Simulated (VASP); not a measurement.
# Rh: single point with PBE

The system is Rh.

```
Rh
1.0
     0.00000    1.94180    1.66393
     1.94180    0.00000    1.66393
     1.94180    1.94180    0.00000
Rh
1
Cartesian
  0.0000 0.0000 0.0000
```

This cell differs from its parent crystal: volume 12.548 Å^3 an atom, c/a of the conventional cell 0.8569.

| Property | Result |
| --- | --- |
| Program | VASP 6.6.1 |
| Task | single point |
| Functional | PBE |
| Potentials or basis | VASP PAW PBE potentials, release 64 (Rh_pv) |
| Cutoff | 520 eV |
| k mesh | 22 × 22 × 22 |
| Occupations | gaussian, width 0.15 eV |
| Spin | no spin polarisation |
| Dipole correction | no |
| Further INCAR settings | ALGO = Fast; EDIFF = 1e-06; NBANDS = 14 |

The pressure is 42.3 GPa.

Stress tensor (GPa, compression positive):
```
30.56  0.00  0.00
 0.00 30.56  0.00
 0.00  0.00 65.77
```

Levels at points of the mesh, in eV from the Fermi level:
| k point | band 3 | band 4 | band 5 | band 6 | band 7 | band 8 | band 9 | band 10 | band 11 | band 12 |
| --- | --- | --- | --- | --- | --- | --- | --- | --- | --- | --- |
| (0.00, 0.00, 0.00) | -46.37 | -8.58 | -3.85 | -3.85 | -2.24 | -2.23 | -0.28 | 16.41 | 20.19 | 20.19 |
| (0.50, 0.00, 0.00) | -46.44 | -6.88 | -4.50 | -2.41 | 0.20 | 0.80 | 1.28 | 9.88 | 15.21 | 20.43 |
| (0.50, 0.50, 0.00) | -47.00 | -7.18 | -6.92 | 0.74 | 1.28 | 1.28 | 6.07 | 12.08 | 12.08 | 16.76 |
| (0.50, 0.00, 0.50) | -46.61 | -7.10 | -6.45 | 0.43 | 0.46 | 1.77 | 2.35 | 12.11 | 13.96 | 16.30 |

Wall time 49 s on 1 thread of Intel(R) Xeon(R) 6975P-C (Granite Rapids) (shared host), peak memory 0.24 GiB.
